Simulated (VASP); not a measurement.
A run of VASP 6.6.1:

The input POSCAR:

```
TePt
1.0
    4.4193247976      0.0000000000      0.0000000000
   -2.2096623988      3.8272475423      0.0000000000
    0.0000000000      0.0000000000      5.4460000000
Te Pt
2 2
Direct
    0.3333333333      0.6666666667      0.2500000000
    0.6666666667      0.3333333333      0.7500000000
    0.0000000000      0.0000000000      0.0000000000
    0.0000000000      0.0000000000      0.5000000000
```

The input INCAR.step1:

```
ALGO = Normal
EDIFF = 1E-4
ENCUT = 520
GGA = PE
ISMEAR = 0
LASPH = True
LCHARG = False
LREAL = False
LWAVE = True
NBANDS = 24
NELM = 80
PREC = Accurate
SIGMA = 0.15
```

Contents of INCAR.step2:

```
ALGO = Normal
EDIFF = 1E-7
ENCUT = 520
ISIF = 2
ISMEAR = 0
ISTART = 1
LASPH = True
LCHARG = False
LMIXTAU = True
LREAL = False
LWAVE = False
METAGGA = R2SCAN
NBANDS = 24
NELM = 80
PREC = Accurate
SIGMA = 0.15
```

KPOINTS

```
k-points
0
Gamma
  12 12 10
```

Potentials or basis: VASP PAW PBE potentials, release 64 (Te, Pt).

Command:

```bash
$ cat potpaw_PBE.64/Te/POTCAR potpaw_PBE.64/Pt/POTCAR > POTCAR
$ cp INCAR.step1 INCAR
$ mpirun -np 1 vasp_std > vasp.out
$ cp INCAR.step2 INCAR
$ mpirun -np 1 vasp_std > vasp.out
```

Hardware: 1 thread of AMD EPYC 9R45 96-Core Processor (Zen 5) (shared host).

Task: How long does it take, and how much memory?

Result: It took 12 min on 1 thread of AMD EPYC 9R45 96-Core Processor (Zen 5) (shared host), peak memory 0.37 GiB. Counts: k points 114.
